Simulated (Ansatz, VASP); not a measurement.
# Two plane-wave programs on TiTe2

Contents of INCAR:

```
SYSTEM = TiTe2
ALGO = Normal
EDIFF = 1E-7
ENCUT = 520
GGA = PE
ISIF = 2
ISMEAR = 0
LASPH = .TRUE.
LCHARG = .FALSE.
LREAL = .FALSE.
LWAVE = .FALSE.
NBANDS = 19
NELM = 60
PREC = Accurate
SIGMA = 0.05
```

KPOINTS

```
k-points
0
G
  10 10 10
  0 0 0
```

File POSCAR:

```
TiTe2
1.0
    0.0000000000      3.4881650990      3.4881650990
    3.4881650990      0.0000000000      3.4881650990
    3.4881650990      3.4881650990      0.0000000000
Ti Te
1 2
Direct
    0.0000000000      0.0000000000      0.0000000000
    0.2500000000      0.2500000000      0.2500000000
    0.7500000000      0.7500000000      0.7500000000
```

Input for Ansatz:

```yaml
crystal:
  lattice:
    - [0.0, 3.488165099, 3.488165099]
    - [3.488165099, 0.0, 3.488165099]
    - [3.488165099, 3.488165099, 0.0]
  atoms:
    - { symbol: Ti, position: [0.0, 0.0, 0.0] }
    - { symbol: Te, position: [0.25, 0.25, 0.25] }
    - { symbol: Te, position: [0.75, 0.75, 0.75] }
basis:
  ecutwfc: 420
  ecutrho_ratio: 4
kpoints:
  mp_grid: { grid: [10, 10, 10] }
hamiltonian:
  xc: pbe
scf:
  occupations: { method: gaussian, width: 0.05 }
output:
  forces: true
  stress: true
  eigenvalues: true
  write_density: true
  write_potential: true
  elf: true
  volumetric_format: npy
```

Alike in both runs: task single point; functional PBE; k mesh 10 × 10 × 10; occupations gaussian, width 0.05 eV; no spin polarisation.

```csv
,VASP,Ansatz
version,VASP 6.6.1,Ansatz 0.2.0
potentials or method,"VASP PAW PBE potentials, release 64 (Ti_sv, Te), cutoff 520 eV","scalar-relativistic, plane waves, PAW"
valence electrons in the cell,24,44
```

Ansatz gave:

| Quantity | Value |
| --- | --- |
| gap on the k mesh at the Fermi level (eV) | none |
| pressure (GPa) | -2.3 |

Problem. Estimate VASP's values.

Solution. gap on the k mesh at the Fermi level (eV): none; pressure (GPa): -2.2.

A gap of «none» marks a metal or a gap that the smearing closes. VASP's potentials hold 24 valence electrons a cell and Ansatz's 44, so a difference there can come from the potentials and not from the codes.

Neither program's run includes spin-orbit coupling.
